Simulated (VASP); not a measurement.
# MoS2 in VASP: a series of runs, part 2 of 2

VASP 6.6.1.

### 5 Single point, PBE+D3(BJ)

This run uses another cell than the first one: it holds 6 atoms, not 3.

File INCAR:

```
PREC = Accurate
ENCUT = 520
EDIFF = 1E-6
ISMEAR = 0
SIGMA = 0.1
LREAL = F
LASPH = T
NELM = 60
ALGO = Normal
ISIF = 2
LWAVE = F
LCHARG = T
LDIPOL = T
IDIPOL = 3
DIPOL = 0.5 0.5 0.500
GGA = PE
IVDW = 12
LELF = T
LVHAR = T
LVACPOTAV = T
NBANDS = 35
```

File KPOINTS:

```
regular mesh
0
Gamma
  9 9 1
```

File POSCAR:

```
MoS2
1.0
    3.1334577141      0.0000000000      0.0000000000
   -1.5667288571      2.7136539821      0.0000000000
    0.0000000000      0.0000000000     26.1646875005
S Mo
4 2
Direct
    0.0000000000      0.0000000000      0.3248653361
    0.3333333333      0.6666666667      0.4473887240
    0.6666666667      0.3333333333      0.5532022191
    0.0000000000      0.0000000000      0.6760478810
    0.6666666667      0.3333333333      0.3861270301
    0.3333333333      0.6666666667      0.6145984390
```

Potentials or basis: VASP PAW PBE potentials, release 64 (S, Mo_sv).

Run with:

```sh
$ cat potpaw_PBE.64/S/POTCAR potpaw_PBE.64/Mo_sv/POTCAR > POTCAR
$ mpirun -np 1 vasp_std > vasp.out
```

OUTCAR:

```text
PREC = Accurate
   ENCUT = 520
   EDIFF = 1E-6
   ISMEAR = 0
   LREAL = F
   LASPH = T
   NELM = 60
   ISIF = 2
   GGA = PE
   IVDW = 12
 IVDW          = 12

 ion  position               nearest neighbor table
   1  0.000  0.000  0.325-   5 2.42   5 2.42   5 2.42
   2  0.333  0.667  0.447-   5 2.42   5 2.42   5 2.42
   3  0.667  0.333  0.553-   6 2.42   6 2.42   6 2.42
   4  0.000  0.000  0.676-   6 2.42   6 2.42   6 2.42
   5  0.667  0.333  0.386-   2 2.42   2 2.42   2 2.42   1 2.42   1 2.42   1 2.42
   6  0.333  0.667  0.615-   3 2.42   3 2.42   3 2.42   4 2.42   4 2.42   4 2.42

  LATTYP: Found a hexagonal cell.
 ALAT       =     3.1334577141
 C/A-ratio  =     8.3501007155

  Lattice vectors:

 A1 = (   3.1334577141,   0.0000000000,   0.0000000000)
 A2 = (  -1.5667288571,   2.7136539821,   0.0000000000)
 A3 = (   0.0000000000,   0.0000000000,  26.1646875005)

Analysis of symmetry for initial positions (statically):
=====================================================================
 Subroutine PRICEL returns:
 Original cell was already a primitive cell.

 Routine SETGRP: Setting up the symmetry group for a
 hexagonal supercell.

 Subroutine GETGRP returns: Found  6 space group operations
 (whereof  6 operations were pure point group operations)
 out of a pool of 24 trial point group operations.

The static configuration has the point symmetry C_3v.

Analysis of symmetry for dynamics (positions and initial velocities):
=====================================================================
 Subroutine PRICEL returns:
 Original cell was already a primitive cell.

 Routine SETGRP: Setting up the symmetry group for a
 hexagonal supercell.

 Subroutine GETGRP returns: Found  6 space group operations
 (whereof  6 operations were pure point group operations)
 out of a pool of 24 trial point group operations.

[... 119 lines left out ...]
   LORBIT       =      0    0 simple, 1 ext, 2 COOP (PROOUT), +10 PAW based schemes
   GGA     = PE    functional components
   LHFCALC =     F    Hartree Fock is set to
   AEXX    =    0.0000 exact exchange contribution
   IVDW    =    12    specifies the selected vdW correction
   LEPSILON=     F    determine dielectric tensor
   LRPA    =     F    only Hartree local field effects (RPA)
 non-spin polarized calculation
 Gauss-broadening in eV      SIGMA  =   0.10
  energy-cutoff  :      520.00
  volume of cell :      222.48
 maximum number of plane-waves:      6024
 NGX is ok and might be reduce to    24

 dipolmoment           0.000000      0.000000     -0.000078 electrons x Angstroem

 number of electron      52.0000001 magnetization

 dipolmoment           0.000000      0.000000      0.000106 electrons x Angstroem

 Free energy of the ion-electron system (eV)
  ---------------------------------------------------
  ext. energy  EPLUGINS =         0.00000000
  ---------------------------------------------------
  free energy    TOTEN  =       -41.95801388 eV

  energy without entropy =      -41.94746225  energy(sigma->0) =      -41.95273806

 E-fermi :   0.9647     XC(G=0):  -5.5498

 val. band max:        0.9189597443   @ k =   0.2222   0.2222   0.0000
 cond. band min:       0.9657342290   @ k =   0.0000   0.0000   0.0000
 fundamental gap:      0.0467744847
 Fermi energy:         0.9647309047

 k-point     1 :       0.0000    0.0000    0.0000
  band No.  band energies     occupation
      1     -60.6574      2.00000
      2     -60.6560      2.00000
      3     -34.7434      2.00000
      4     -34.7412      2.00000
      5     -34.6020      2.00000
      6     -34.6020      2.00000
[... 445 lines left out ...]
     34       4.7156      0.00000
     35       7.8784      0.00000

------------------------ aborting loop because EDIFF is reached ----------------------------------------

 Edisp (eV)   -2.29621

 E8    (eV) :    -0.9597

  FORCE on cell =-STRESS in cart. coord.  units (eV):
  Direction    XX          YY          ZZ          XY          YZ          ZX
  --------------------------------------------------------------------------------------
  -------------------------------------------------------------------------------------
  Total      -0.00736    -0.00736     0.03739     0.00000     0.00000    -0.00000
  in kB      -0.05302    -0.05302     0.26924     0.00000     0.00000    -0.00000
  external pressure =        0.05 kB  Pullay stress =        0.00 kB

 VOLUME and BASIS-vectors are now :
 -----------------------------------------------------------------------------
  energy-cutoff  :      520.00
  volume of cell :      222.48
      direct lattice vectors                 reciprocal lattice vectors
     3.133457714  0.000000000  0.000000000     0.319136268  0.184253410  0.000000000
    -1.566728857  2.713653982  0.000000000     0.000000000  0.368506820  0.000000000
     0.000000000  0.000000000 26.164687501     0.000000000  0.000000000  0.038219451

 POSITION                                       TOTAL-FORCE (eV/Angst)
 -----------------------------------------------------------------------------------
      0.00000      0.00000      8.50000         0.000000      0.000000     -0.054395
     -0.00000      1.80910     11.70579         0.000000     -0.000000      0.037810
      1.56673      0.90455     14.47436         0.000000      0.000000      0.018555
      0.00000      0.00000     17.68858         0.000000      0.000000     -0.017616
      1.56673      0.90455     10.10289        -0.000000      0.000000      0.015647
     -0.00000      1.80910     16.08078         0.000000     -0.000000     -0.000001
 -----------------------------------------------------------------------------------
    total drift:                               -0.000000     -0.000000     -0.000016

  FREE ENERGIE OF THE ION-ELECTRON SYSTEM (eV)
  ---------------------------------------------------
  free  energy   TOTEN  =       -44.2542201110 eV

  energy  without entropy=      -44.2436684759  energy(sigma->0) =      -44.24894429

 vacuum level on the upper side and lower side of the slab         6.154         6.152
```

OSZICAR:

```text
N       E                     dE             d eps       ncg     rms          rms(c)
DAV:   1     0.431038343428E+03    0.43104E+03   -0.27722E+04  1024   0.127E+03
DAV:   2    -0.155565940544E+02   -0.44659E+03   -0.43358E+03  1076   0.317E+02
DAV:   3    -0.441631946732E+02   -0.28607E+02   -0.28007E+02  1056   0.719E+01
[... 21 lines left out ...]
DAV:  25    -0.419580037971E+02   -0.44579E-05   -0.38974E-07   650   0.193E-03    0.153E-03
DAV:  26    -0.419580084482E+02   -0.46511E-05   -0.10471E-07   576   0.833E-04    0.134E-03
DAV:  27    -0.419580114686E+02   -0.30204E-05   -0.96280E-08   573   0.999E-04    0.582E-04
DAV:  28    -0.419580132392E+02   -0.17706E-05   -0.55217E-08   571   0.576E-04    0.357E-04
DAV:  29    -0.419580138813E+02   -0.64215E-06   -0.27139E-08   548   0.365E-04
   1 F= -.44254220E+02 E0= -.44248944E+02  d E =-.105516E-01
```

stdout:

```text
POSCAR found type information on POSCAR S Mo
 POSCAR found :  2 types and       6 ions
 scaLAPACK will be used
 LDA part: xc-table for (Slater+PW92), standard interpolation
 POSCAR, INCAR and KPOINTS ok, starting setup
 FFT: planning ... GRIDC
 FFT: planning ... GRID_SOFT
 FFT: planning ... GRID
 WAVECAR not read
 entering main loop
 -----------------------------------------------------------------------------
|                                                                             |
|           W    W    AA    RRRRR   N    N  II  N    N   GGGG   !!!           |
|           W    W   A  A   R    R  NN   N  II  NN   N  G    G  !!!           |
|           W    W  A    A  R    R  N N  N  II  N N  N  G       !!!           |
|           W WW W  AAAAAA  RRRRR   N  N N  II  N  N N  G  GGG   !            |
|           WW  WW  A    A  R   R   N   NN  II  N   NN  G    G                |
|           W    W  A    A  R    R  N    N  II  N    N   GGGG   !!!           |
|                                                                             |
|     Did not find any points to average over, which means that no vacuum     |
|     field-free region was found. Please increase the size of  your cell     |
|     in the dimension of the dipole correction to obtain accurate            |
|     workfunction values.                                                    |
|                                                                             |
 -----------------------------------------------------------------------------
```

It took 82 s on 1 thread of Intel Xeon 6975P-C (Granite Rapids), shared host; peak memory 0.37 GiB.

Results:

| Item | Value |
| --- | --- |
| Free energy | -44.2542 eV |
| Largest force | 0.054 eV/Å |
| Band gap on the k mesh | zero (bands 26 and 27 overlap by 0.60 eV) |
| Dispersion energy per atom | -0.383 eV |

Forces in eV/Å, atoms in the order of the input:
```
S    0.000  0.000 -0.054
S    0.000  0.000  0.038
S    0.000  0.000  0.019
S    0.000  0.000 -0.018
Mo   0.000  0.000  0.016
Mo   0.000  0.000  0.000
```

Levels at points of the mesh, in eV from the Fermi level:
```csv
k point,band 24,band 25,band 26,band 27,band 28,band 29
"(0.00, 0.00, 0.00)",-0.71,-0.71,-0.34,0.00,0.00,0.10
```

### 6 Single point, PBE+D3(BJ) (atoms taken out)

File INCAR:

```
SYSTEM = MoS2
PREC = Accurate ; ENCUT = 520
EDIFF = 1E-6 ; ISMEAR = 0
SIGMA = 0.1 ; LREAL = .FALSE.
LASPH = .TRUE. ; NELM = 80
ALGO = Normal ; ISIF = 2
LWAVE = .FALSE. ; LCHARG = .TRUE.
LDIPOL = .TRUE. ; IDIPOL = 3
DIPOL = 0.5 0.5 0.500 ; GGA = PE
IVDW = 12 ; LELF = .TRUE.
LVHAR = .TRUE. ; LVACPOTAV = .TRUE.
NBANDS = 20
```

File KPOINTS:

```
Automatic mesh
0
G
  18 18 1
  0 0 0
```

File POSCAR:

```
MoS2
1.0
    3.1334577148      0.0000000000      0.0000000000
   -1.5667288574      2.7136539827      0.0000000000
    0.0000000000      0.0000000000     32.4115723037
S Mo
2 1
Direct
    0.0000000000      0.0000000000      0.4505456551
    0.3333333333      0.6666666667      0.5494543449
    0.6666666667      0.3333333333      0.5000000000
```

Potentials or basis: VASP PAW PBE potentials, release 64 (S, Mo_sv).

Run with:

```sh
$ cat potpaw_PBE.64/S/POTCAR potpaw_PBE.64/Mo_sv/POTCAR > POTCAR
$ mpirun -np 1 vasp_std > vasp.out
```

It took 9.1 min on 1 thread of Intel Xeon 8259CL, shared host; peak memory 0.49 GiB.

Results (log left out):

| Property | Result |
| --- | --- |
| Free energy | -21.9643 eV |
| Largest force | 0.091 eV/Å |
| Band gap on the k mesh | zero (bands 13 and 14 overlap by 0.49 eV) |
| Dispersion energy per atom | -0.322 eV |
| Work function of the upper face | 5.03 eV |
| Work function of the lower face | 5.03 eV |

Forces in eV/Å, atoms in the order of the input:
```
S    0.000  0.000 -0.091
S    0.000  0.000  0.091
Mo   0.000  0.000  0.000
```

Levels at points of the mesh, in eV from the Fermi level:
```csv
k point,band 9,band 10,band 11,band 12,band 13,band 14,band 15,band 16,band 17,band 18
"(0.00, 0.00, 0.00)",-3.77,-3.15,-1.17,-0.89,-0.89,-0.08,-0.08,3.23,3.23,4.52
"(0.50, 0.00, 0.00)",-5.02,-4.02,-2.89,-2.29,-1.52,1.25,1.87,3.40,4.32,4.93
```

Caveat: the cell differs from its parent crystal (atoms taken out).

### 7 Overview

```tsv
cell	k mesh	gap on the mesh (eV)	largest force (eV/Å)	work function (eV)
a = 3.136, b = 3.183, c = 32.412 Å, angles 90.0, 90.0, 119.5°, 3 atoms, atomic positions A	18 × 18 × 1	none	0.01	-
a = 3.292, b = 3.176, c = 32.412 Å, angles 90.0, 90.0, 121.2°, 3 atoms, atomic positions B	18 × 18 × 1	none	0.01	-
a = 3.136, b = 3.254, c = 32.412 Å, angles 90.0, 90.0, 118.8°, 3 atoms, atomic positions C	18 × 18 × 1	none	0.01	5.09
a = 3.133, b = 3.133, c = 26.165 Å, angles 90.0, 90.0, 120.0°, 6 atoms, atomic positions D	9 × 9 × 1	none	0.05	-
a = 3.133, b = 3.133, c = 32.412 Å, angles 90.0, 90.0, 120.0°, 3 atoms, atomic positions E	18 × 18 × 1	none	0.09	5.03
```

Alike in all rows: task single point; level PBE+D3(BJ); potentials or basis VASP PAW PBE potentials, release 64 (S, Mo_sv); no spin polarisation; cutoff (eV) 520; smearing gaussian 0.1 eV.

Total energies depend on the potentials used, so only differences within one code and one set of settings carry meaning.
